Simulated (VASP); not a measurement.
Here is a VASP 6.6.1 calculation.

The input INCAR:

```
SYSTEM = In3GaP4
  PREC = Accurate
  ENCUT = 600
  EDIFF = 1E-6
  ISMEAR = 0
  SIGMA = 0.1
  LREAL = .False.
  LASPH = .True.
  NELM = 60
  ALGO = Normal
  ISIF = 3
  LWAVE = .False.
  LCHARG = .False.
  GGA = PE
  IBRION = 2
  NSW = 90
  EDIFFG = -0.04
```

Contents of KPOINTS:

```
Automatic mesh
0
Gamma
  4 4 4
  0 0 0
```

Contents of POSCAR:

```
In3GaP4
1.0
    5.5956334900      0.0000000000      0.0000000000
    0.0000000000      5.5956334900      0.0000000000
    0.0000000000      0.0000000000      5.5956334900
In Ga P
3 1 4
Direct
    0.5000000000      0.0000000000      0.5000000000
    0.5000000000      0.5000000000      0.0000000000
    0.0000000000      0.5000000000      0.5000000000
    0.0000000000      0.0000000000      0.0000000000
    0.2500000000      0.7500000000      0.7500000000
    0.2500000000      0.2500000000      0.2500000000
    0.7500000000      0.7500000000      0.2500000000
    0.7500000000      0.2500000000      0.7500000000
```

Potentials or basis: VASP PAW PBE potentials, release 64 (In_d, Ga_d, P).

The run is started by

```sh
$ cat potpaw_PBE.64/In_d/POTCAR potpaw_PBE.64/Ga_d/POTCAR potpaw_PBE.64/P/POTCAR > POTCAR
$ mpirun -np 1 vasp_std > vasp.out
```

Problem. What does it give for the space group after relaxing (to 0.1 Å)?

Solution. P-43m (No. 215).

Problem. What does it give for the relaxed cell?

Solution. a = 5.849 Å, b = 5.849 Å, c = 5.849 Å, α = 90.00°, β = 90.00°, γ = 90.00°.

Problem. Predict the relaxed volume.

Solution. 25.01 Å³/atom.

Step by step:
```csv
step,energy change (eV),largest force (eV/Å),pressure (GPa),volume (Å³)
1,0.0000,1.5317,12.09,175.21
2,-0.7451,0.2037,-4.84,220.53
3,-1.0343,0.5749,-0.63,202.54
4,-1.0342,0.5898,-0.47,201.97
5,-1.0878,0.3446,-0.16,200.48
6,-1.1107,0.0077,0.30,198.67
7,-1.1108,0.0240,0.28,198.75
8,-1.1113,0.0117,-0.15,200.07
```

Caveat: spin-orbit coupling is left out, which moves the levels of the heavy elements.
